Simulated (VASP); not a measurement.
# Be5H (I4/mmm) in VASP: notebook

Runs on Be5H. Level: PBE. Tasks: relaxation of cell and atoms, single point.

Everything below comes from runs of VASP 6.6.1. Logs are shortened: lines on timing, memory, paths and dates and some standing lists are left out, and cuts for length are marked.

### 1 The cell of the first run

The structure is tetragonal, space group I4/mmm (No. 139). Conventional cell: a = 3.828 Å, b = 3.828 Å, c = 6.019 Å, α = 90.00°, β = 90.00°, γ = 90.00°. Be (site symmetry mmm) has 4 Be at 1.50 to 1.91 Å and 2 H at 1.91 Å within 2.0 Å. Be (site symmetry 4/mmm) has 12 Be at 1.91 to 2.43 Å within 2.5 Å. Within 2.0 Å of Be (site symmetry -4m2) lie 2 Be at 1.50 Å. Within 2.5 Å of H (site symmetry 4/mmm) lie 12 Be at 1.91 to 2.43 Å.

The cell was built from a structure type or drawn by symmetry, and may not be a known phase.

### 2 Relaxation of cell and atoms, PBE

INCAR reads:

```
SYSTEM = Be5H
ALGO = Normal
EDIFF = 1E-7
EDIFFG = -0.04
ENCUT = 600
GGA = PE
IBRION = 2
ISIF = 3
ISMEAR = 0
LASPH = .True.
LCHARG = .False.
LREAL = .False.
LWAVE = .False.
NELM = 80
NSW = 90
PREC = Accurate
SIGMA = 0.1
```

KPOINTS reads:

```
k-points
0
Gamma
  6 6 6
  0 0 0
```

POSCAR reads:

```
Be5H
1.0
   -1.9139934800      1.9139934800      3.0093261400
    1.9139934800     -1.9139934800      3.0093261400
    1.9139934800      1.9139934800     -3.0093261400
Be H
5 1
Direct
    0.5000000000      0.0000000000      0.5000000000
    0.0000000000      0.5000000000      0.5000000000
    0.5000000000      0.5000000000      0.0000000000
    0.7500000000      0.2500000000      0.5000000000
    0.2500000000      0.7500000000      0.5000000000
    0.0000000000      0.0000000000      0.0000000000
```

Potentials or basis: VASP PAW PBE potentials, release 64 (Be, H).

Started as:

```console
$ cat potpaw_PBE.64/Be/POTCAR potpaw_PBE.64/H/POTCAR > POTCAR
$ mpirun -np 1 vasp_std > vasp.out
```

OUTCAR:

```text
SYSTEM = Be5H
   EDIFF = 1E-7
   EDIFFG = -0.04
   ENCUT = 600
   GGA = PE
   IBRION = 2
   ISIF = 3
   ISMEAR = 0
   LASPH = .True.
   LREAL = .False.
   NELM = 80
   NSW = 90
   PREC = Accurate

 ion  position               nearest neighbor table
   1  0.500  0.000  0.500-   4 1.50   5 1.50   3 1.91   3 1.91
   2  0.000  0.500  0.500-   4 1.50   5 1.50   3 1.91   3 1.91
   3  0.500  0.500  0.000-   1 1.91   2 1.91   1 1.91   2 1.91
   4  0.750  0.250  0.500-   1 1.50   2 1.50
   5  0.250  0.750  0.500-   1 1.50   2 1.50
   6  0.000  0.000  0.000-

  LATTYP: Found a body centered tetragonal cell.
 ALAT       =     3.8279869600
 C/A-ratio  =     1.5722760665

  Lattice vectors:

 A1 = (  -1.9139934800,   1.9139934800,   3.0093261400)
 A2 = (   1.9139934800,  -1.9139934800,   3.0093261400)
 A3 = (   1.9139934800,   1.9139934800,  -3.0093261400)

Analysis of symmetry for initial positions (statically):
=====================================================================
 Subroutine PRICEL returns:
 Original cell was already a primitive cell.

 Routine SETGRP: Setting up the symmetry group for a
 body centered tetragonal supercell.

 Subroutine GETGRP returns: Found 16 space group operations
 (whereof 16 operations were pure point group operations)
 out of a pool of 16 trial point group operations.

The static configuration has the point symmetry D_4h.

Analysis of symmetry for dynamics (positions and initial velocities):
=====================================================================
 Subroutine PRICEL returns:
 Original cell was already a primitive cell.

 Routine SETGRP: Setting up the symmetry group for a
 body centered tetragonal supercell.

 Subroutine GETGRP returns: Found 16 space group operations
 (whereof 16 operations were pure point group operations)
 out of a pool of 16 trial point group operations.

The dynamic configuration has the point symmetry D_4h.

 Subroutine INISYM returns: Found 16 space group operations
 (whereof 16 operations are pure point group operations),
 and found     1 'primitive' translations

----------------------------------------------------------------------------------------

                                     Primitive cell

  volume of cell :      44.0971

  direct lattice vectors                    reciprocal lattice vectors
    -1.913993480  1.913993480  3.009326140     0.000000000  0.261233910  0.166150153
     1.913993480 -1.913993480  3.009326140     0.261233910  0.000000000  0.166150153
     1.913993480  1.913993480 -3.009326140     0.261233910  0.261233910  0.000000000

  length of vectors
[... 92 lines left out ...]
   EDIFFG = -.4E-01   stopping-criterion for IOM
   NSW    =     90    number of steps for IOM
   IBRION =      2    ionic relax: 0-MD 1-quasi-New 2-CG
   NFREE  =      1    steps in history (QN), initial steepest desc. (CG)
   ISIF   =      3    stress and relaxation
   ISYM   =      2    0-nonsym 1-usesym 2-fastsym
   POTIM  = 0.5000    time-step for ionic-motion
   TEBEG  =    0.0;   TEEND  =   0.0 temperature during run
   PSTRESS=    0.0 pullay stress
   NELECT =      11.0000    total number of electrons
   NUPDOWN=      -1.0000    fix difference up-down
   EMIN   =  10.00;   EMAX   =-10.00  energy-range for DOS
   EFERMI =   0.00;   METHOD = LEGACY
   ISMEAR =     0;   SIGMA  =   0.10  broadening in eV -4-tet -1-fermi 0-gaus
   EFERMI_NEDOS =   21; number of points for ismear=-14 and -15
   IALGO  =     38    algorithm
   IMIX   =      4    mixing-type and parameters
     AMIX     =   0.40;   BMIX     =  1.00
     AMIX_MAG =   1.60;   BMIX_MAG =  1.00
  volume/ion in A,a.u.               =       7.35        49.60
  Fermi-wavevector in a.u.,A,eV,Ry     =   1.030550  1.947457 14.449836  1.062033
  Thomas-Fermi vector in A             =   2.164654
   LORBIT       =      0    0 simple, 1 ext, 2 COOP (PROOUT), +10 PAW based schemes
   GGA     = PE    functional components
   LHFCALC =     F    Hartree Fock is set to
   AEXX    =    0.0000 exact exchange contribution
   IVDW    =     0    specifies the selected vdW correction
   LEPSILON=     F    determine dielectric tensor
   LRPA    =     F    only Hartree local field effects (RPA)
 conjugate gradient relaxation of ions
 non-spin polarized calculation
 Gauss-broadening in eV      SIGMA  =   0.10
  energy-cutoff  :      600.00
  volume of cell :       44.10
 maximum number of plane-waves:      1488
   NGX = 17   NGY = 17   NGZ = 17

--------------------------------------- Ionic step        1  -------------------------------------------

 number of electron      11.0000001 magnetization

 Free energy of the ion-electron system (eV)
  ---------------------------------------------------
  ext. energy  EPLUGINS =         0.00000000
  ---------------------------------------------------
  free energy    TOTEN  =        -9.03959389 eV

  energy without entropy =       -9.02394181  energy(sigma->0) =       -9.03176785

 E-fermi :   5.2634     XC(G=0): -10.3377

 val. band max:        5.2562703330   @ k =   0.5000   0.3333  -0.0000
 cond. band min:       5.3010042210   @ k =  -0.1667   0.5000   0.1667
 fundamental gap:      0.0447338880
 Fermi energy:         5.2634116355

 k-point     1 :       0.0000    0.0000    0.0000
  band No.  band energies     occupation
      1      -5.0989      2.00000
      2       3.4226      2.00000
      3       3.7864      2.00000
      4       3.7864      2.00000
      5       5.5401      0.00009
      6       6.1114      0.00000
      7       6.4914      0.00000
      8       6.5670      0.00000
      9       6.5670      0.00000
[... 389 lines left out ...]
  FREE ENERGIE OF THE ION-ELECTRON SYSTEM (eV)
  ---------------------------------------------------
  free  energy   TOTEN  =       -16.1834937150 eV

  energy  without entropy=      -16.1762432202  energy(sigma->0) =      -16.17986847

[... ionic steps 4 to 7 ...]

--------------------------------------- Ionic step        8  -------------------------------------------

 number of electron      11.0000000 magnetization

------------------------ aborting loop because EDIFF is reached ----------------------------------------
[... 75 lines left out ...]
--------------------------------------- Ionic step       10  -------------------------------------------

 number of electron      11.0000000 magnetization

 Free energy of the ion-electron system (eV)
  ---------------------------------------------------
  ext. energy  EPLUGINS =         0.00000000
  ---------------------------------------------------
  free energy    TOTEN  =       -16.22456933 eV

  energy without entropy =      -16.21716819  energy(sigma->0) =      -16.22086876

 E-fermi :   3.6411     XC(G=0):  -9.4765

 val. band max:        3.6407357479   @ k =  -0.1667   0.1667   0.0000
 cond. band min:       3.7072050425   @ k =  -0.3333   0.5000   0.1667
 fundamental gap:      0.0664692946
 Fermi energy:         3.6410571816

 k-point     1 :       0.0000    0.0000    0.0000
  band No.  band energies     occupation
      1      -5.7324      2.00000
      2       0.3539      2.00000
      3       2.1882      2.00000
      4       2.1882      2.00000
      5       2.3457      2.00000
      6       5.0226      0.00000
      7       5.0226      0.00000
      8       5.0878      0.00000
      9       5.4848      0.00000
[... 309 lines left out ...]
  FREE ENERGIE OF THE ION-ELECTRON SYSTEM (eV)
  ---------------------------------------------------
  free  energy   TOTEN  =       -16.2245693255 eV

  energy  without entropy=      -16.2171681933  energy(sigma->0) =      -16.22086876

 reached required accuracy - stopping structural energy minimisation
```

CONTCAR:

```text
Be5H
   1.00000000000000
    -1.8955265775199690    1.8955265775199690    4.0650339252584473
     1.8955265775199690   -1.8955265775199690    4.0650339252584473
     1.8955265775199690    1.8955265775199690   -4.0650339252584473
  Be              H
     5     1
Direct
     0.5000000000000000    0.0000000000000000    0.5000000000000000
     0.0000000000000000    0.5000000000000000    0.5000000000000000
     0.5000000000000000    0.5000000000000000    0.0000000000000000
     0.7500000000000000    0.2500000000000000    0.5000000000000000
     0.2500000000000000    0.7500000000000000    0.5000000000000000
     0.0000000000000000    0.0000000000000000    0.0000000000000000

  0.00000000E+00  0.00000000E+00  0.00000000E+00
  0.00000000E+00  0.00000000E+00  0.00000000E+00
  0.00000000E+00  0.00000000E+00  0.00000000E+00
  0.00000000E+00  0.00000000E+00  0.00000000E+00
  0.00000000E+00  0.00000000E+00  0.00000000E+00
  0.00000000E+00  0.00000000E+00  0.00000000E+00
```

Wall time 40 s (1 thread of Intel Xeon 6975P-C (Granite Rapids), shared host); peak memory 0.18 GiB.

Results:

| Property | Result |
| --- | --- |
| Free energy | -16.2246 eV |
| Relaxed volume | 9.74 Å³/atom |
| Relaxed cell | a = 4.869 Å, b = 4.869 Å, c = 4.869 Å, α = 134.18°, β = 134.18°, γ = 66.81° |
| Space group after relaxing (to 0.1 Å) | I4/mmm (No. 139) |
| Energy gained by relaxing | 1197.5 meV/atom |
| Ionic steps | 10 |
| Pressure after relaxing | 0.0 GPa |
| Band gap on the k mesh | zero (an odd number of electrons rules out a gap without spin polarisation) |

Stress tensor (GPa, compression positive):
```
-0.02  0.00  0.00
 0.00 -0.02  0.00
 0.00  0.00  0.18
```

The path:
```tsv
step	energy change (eV)	largest force (eV/Å)	pressure (GPa)	volume (Å³)
1	0.0000	0.0000	56.74	44.10
2	-6.9399	0.0000	-0.61	59.40
3	-7.1439	0.0000	4.18	55.36
4	-7.1557	0.0000	2.30	56.54
5	-7.1602	0.0000	2.83	56.18
6	-7.1595	0.0000	3.18	55.95
7	-7.1794	0.0000	1.50	57.24
8	-7.1834	0.0000	0.31	58.25
9	-7.1835	0.0000	0.40	58.17
10	-7.1850	0.0000	0.05	58.42
```

Final structure:
```
Be H
1.0
    -1.89553    1.89553    4.06503
     1.89553   -1.89553    4.06503
     1.89553    1.89553   -4.06503
Be H
5 1
Direct
  0.50000 0.00000 0.50000
  0.00000 0.50000 0.50000
  0.50000 0.50000 0.00000
  0.75000 0.25000 0.50000
  0.25000 0.75000 0.50000
  0.00000 0.00000 0.00000
```

Caveat: the volume moved by over 15 % at a fixed basis, so the end points are rough.

### 3 Single point, PBE

This run uses another cell than the first one, of 9.74 Å³/atom.

INCAR reads:

```
ALGO     = Normal         # electronic algorithm
EDIFF    = 1E-6           # SCF threshold, eV
ENCUT    = 520            # plane-wave cutoff, eV
GGA      = PE             # functional
ISIF     = 2              # what is computed and relaxed
ISMEAR   = 0              # smearing method
LASPH    = True           # aspherical terms in the spheres
LCHARG   = False          # write CHGCAR
LREAL    = False          # projectors in reciprocal space
LWAVE    = False          # write WAVECAR
NBANDS   = 14             # bands
NELM     = 80             # most SCF steps
PREC     = Accurate       # precision mode
SIGMA    = 0.1            # smearing width, eV
```

KPOINTS reads:

```
k-points
0
Gamma
  14 14 14
```

POSCAR: that of step 2 with these lines changed.

```diff
@@ -2,5 +2,5 @@
 1.0
-   -1.9139934800      1.9139934800      3.0093261400
-    1.9139934800     -1.9139934800      3.0093261400
-    1.9139934800      1.9139934800     -3.0093261400
+   -1.8926138752      1.8926138752      4.0779521143
+    1.8926138752     -1.8926138752      4.0779521143
+    1.8926138752      1.8926138752     -4.0779521143
 Be H
```

Potentials or basis: VASP PAW PBE potentials, release 64 (Be, H).

Started as:

```console
$ cat potpaw_PBE.64/Be/POTCAR potpaw_PBE.64/H/POTCAR > POTCAR
$ mpirun -np 1 vasp_std > vasp.out
```

It took 73 s on 1 thread of Intel Xeon 6975P-C (Granite Rapids), shared host; peak memory 0.31 GiB.

It converged, with:

```
Free energy            : -16.2291 eV
Pressure               : 0.0 GPa
Band gap on the k mesh : zero (an odd number of electrons rules out a gap without spin polarisation)
```

Levels at points of the mesh, in eV from the Fermi level:
```
           k point  band 3  band 4  band 5  band 6  band 7  band 8
(0.00, 0.00, 0.00)   -1.50   -1.50   -1.37    1.35    1.35    1.45
(0.50, 0.00, 0.00)   -3.44   -2.52   -0.72    0.68    1.85    3.20
(0.50, 0.50, 0.00)   -4.48   -3.74   -2.26   -2.22   -0.18    1.93
(0.50, 0.50, 0.50)   -2.48   -2.48   -0.28    1.20    2.06    4.23
```

### 4 Relaxation of cell and atoms, PBE

This run uses another cell than the first one, of 9.75 Å³/atom.

INCAR reads:

```
SYSTEM = Be5H
PREC = Accurate
ENCUT = 600
EDIFF = 1E-6
ISMEAR = 0
SIGMA = 0.1
LREAL = .False.
LASPH = .True.
NELM = 80
ALGO = Normal
ISIF = 3
LWAVE = .False.
LCHARG = .False.
GGA = PE
IBRION = 2
NSW = 100
EDIFFG = -0.01
```

KPOINTS reads:

```
regular mesh
0
Gamma
  14 14 14
  0 0 0
```

POSCAR: that of step 3 with these lines changed.

```diff
@@ -2,5 +2,5 @@
 1.0
-   -1.8926138752      1.8926138752      4.0779521143
-    1.8926138752     -1.8926138752      4.0779521143
-    1.8926138752      1.8926138752     -4.0779521143
+   -1.8953485660      1.8953485660      4.0709095229
+    1.8953485660     -1.8953485660      4.0709095229
+    1.8953485660      1.8953485660     -4.0709095229
 Be H
```

Potentials or basis: VASP PAW PBE potentials, release 64 (Be, H).

Started as:

```console
$ cat potpaw_PBE.64/Be/POTCAR potpaw_PBE.64/H/POTCAR > POTCAR
$ mpirun -np 1 vasp_std > vasp.out
```

OUTCAR:

```text
SYSTEM = Be5H
   PREC = Accurate
   ENCUT = 600
   EDIFF = 1E-6
   ISMEAR = 0
   LREAL = .False.
   LASPH = .True.
   NELM = 80
   ISIF = 3
   GGA = PE
   IBRION = 2
   NSW = 100
   EDIFFG = -0.01

 ion  position               nearest neighbor table
   1  0.500  0.000  0.500-   3 1.90   3 1.90   5 2.04   4 2.04
   2  0.000  0.500  0.500-   3 1.90   3 1.90   5 2.04   4 2.04
   3  0.500  0.500  0.000-   1 1.90   2 1.90   1 1.90   2 1.90
   4  0.750  0.250  0.500-   1 2.04   2 2.04
   5  0.250  0.750  0.500-   1 2.04   2 2.04
   6  0.000  0.000  0.000-

  LATTYP: Found a body centered tetragonal cell.
 ALAT       =     3.7906971320
 C/A-ratio  =     2.1478421415

  Lattice vectors:

 A1 = (  -1.8953485660,   1.8953485660,   4.0709095229)
 A2 = (   1.8953485660,  -1.8953485660,   4.0709095229)
 A3 = (   1.8953485660,   1.8953485660,  -4.0709095229)

Analysis of symmetry for initial positions (statically):
=====================================================================
 Subroutine PRICEL returns:
 Original cell was already a primitive cell.

[... 244 lines left out ...]
      8       5.1129      0.00000
      9       5.4493      0.00000
[... 265 lines left out ...]
 k-point    24 :       0.2857    0.1429   -0.0000
  band No.  band energies     occupation
      1      -4.6452      2.00000
      2      -0.9904      2.00000
      3      -0.2610      2.00000
      4       1.3090      2.00000
      5       2.7581      2.00000
      6       3.9303      0.00025
      7       5.0893      0.00000
      8       6.3309      0.00000
      9       7.0109      0.00000

 [... further k-points ...]

------------------------ aborting loop because EDIFF is reached ----------------------------------------

  FORCE on cell =-STRESS in cart. coord.  units (eV):
  Direction    XX          YY          ZZ          XY          YZ          ZX
  --------------------------------------------------------------------------------------
  -------------------------------------------------------------------------------------
  Total       -0.0325329     -0.0325329      0.0475145      0.0000000     -0.0000000      0.0000000
  in kB       -0.8909828     -0.8909828      1.3012853      0.0000000     -0.0000000      0.0000000
  external PRESSURE =      -0.1602267 kB  Pullay stress =       0.0000000 kB

 VOLUME and BASIS-vectors are now :
 -----------------------------------------------------------------------------
  energy-cutoff  :      600.00
  volume of cell :       58.50
      direct lattice vectors                 reciprocal lattice vectors
    -1.893930553  1.893930553  4.077331241     0.000000000  0.264001232  0.122629232
     1.893930553 -1.893930553  4.077331241     0.264001232  0.000000000  0.122629232
     1.893930553  1.893930553 -4.077331241     0.264001232  0.264001232  0.000000000

 POSITION                                       TOTAL-FORCE (eV/Angst)
 -----------------------------------------------------------------------------------
      1.89393      0.00000      4.07733         0.000000     -0.000000     -0.000000
      1.89393      0.00000      0.00000         0.000000     -0.000000     -0.000000
      1.89393      1.89393      0.00000         0.000000     -0.000000     -0.000000
     -0.00000      1.89393      2.03867        -0.000000      0.000000     -0.000000
      1.89393     -0.00000      2.03867         0.000000     -0.000000      0.000000
      3.78786      0.00000      0.00000         0.000000     -0.000000     -0.000000
 -----------------------------------------------------------------------------------
    total drift:                                0.000000     -0.000000      0.000000

  FREE ENERGIE OF THE ION-ELECTRON SYSTEM (eV)
  ---------------------------------------------------
  free  energy   TOTEN  =       -16.2293833598 eV

  energy  without entropy=      -16.2205830088  energy(sigma->0) =      -16.22498318

 reached required accuracy - stopping structural energy minimisation
```

CONTCAR:

```text
Be5H
   1.00000000000000
    -1.8939305526332932    1.8939305526332932    4.0773312411087366
     1.8939305526332932   -1.8939305526332932    4.0773312411087366
     1.8939305526332932    1.8939305526332932   -4.0773312411087366
  Be              H
     5     1
Direct
     0.5000000000000000    1.0000000000000000    0.5000000000000000
     0.0000000000000000    0.5000000000000000    0.5000000000000000
     0.5000000000000000    0.5000000000000000    1.0000000000000000
     0.7500000000000000    0.2500000000000000    0.5000000000000000
     0.2500000000000000    0.7500000000000000    0.5000000000000000
     0.0000000000000000    1.0000000000000000    1.0000000000000000

  0.00000000E+00  0.00000000E+00  0.00000000E+00
  0.00000000E+00  0.00000000E+00  0.00000000E+00
  0.00000000E+00  0.00000000E+00  0.00000000E+00
  0.00000000E+00  0.00000000E+00  0.00000000E+00
  0.00000000E+00  0.00000000E+00  0.00000000E+00
  0.00000000E+00  0.00000000E+00  0.00000000E+00
```

Run time: 1.9 min. Hardware: 1 thread of Intel Xeon 6975P-C (Granite Rapids), shared host; peak memory 0.35 GiB.

Results:

```yaml
Free_energy: -16.2294 eV
Energy_gained_by_relaxing: 0.0 meV/atom
Ionic_steps: 2
Pressure_after_relaxing: 0.0 GPa
Band_gap_on_the_k_mesh: zero (an odd number of electrons rules out a gap without spin polarisation)
```

Step by step:
```tsv
step	energy change (eV)	largest force (eV/Å)	pressure (GPa)	volume (Å³)
1	0.0000	0.0000	0.01	58.50
2	-0.0003	0.0000	-0.02	58.50
```

Final structure:
```cif
data_structure
_symmetry_space_group_name_H-M 'P 1'
_symmetry_Int_Tables_number 1
_cell_length_a 4.8784
_cell_length_b 4.8784
_cell_length_c 4.8784
_cell_angle_alpha 134.311
_cell_angle_beta 134.311
_cell_angle_gamma 66.602
_cell_volume 58.50
loop_
_atom_site_label
_atom_site_type_symbol
_atom_site_fract_x
_atom_site_fract_y
_atom_site_fract_z
_atom_site_occupancy
Be1 Be 0.50000 0.00000 0.50000 1
Be2 Be 0.00000 0.50000 0.50000 1
Be3 Be 0.50000 0.50000 0.00000 1
Be4 Be 0.75000 0.25000 0.50000 1
Be5 Be 0.25000 0.75000 0.50000 1
H1 H 0.00000 0.00000 0.00000 1
```

### 5 Summary

| task | cell | k mesh | cutoff (eV) | gap on the mesh (eV) | pressure (GPa) | relaxed volume (Å³/atom) |
| --- | --- | --- | --- | --- | --- | --- |
| relaxation of cell and atoms | relaxed from a = 4.048 Å, angles 123.6, 123.6, 83.9°, 6 atoms | 6 × 6 × 6 | 600 | none | 0.0 | 9.74 |
| single point | a = 4.878 Å, angles 134.3, 134.3, 66.6°, 6 atoms | 14 × 14 × 14 | 520 | none | 0.0 | - |
| relaxation of cell and atoms | relaxed from a = 4.874 Å, angles 134.2, 134.2, 66.7°, 6 atoms | 14 × 14 × 14 | 600 | none | 0.0 | 9.75 |

Alike in all rows: level PBE; potentials or basis VASP PAW PBE potentials, release 64 (Be, H); no spin polarisation; smearing gaussian 0.1 eV.

Caveats: the volume moved by over 15 % at a fixed basis, so the end points are rough (at least some runs).

Total energies depend on the potentials used, so only differences within one code and one set of settings carry meaning.
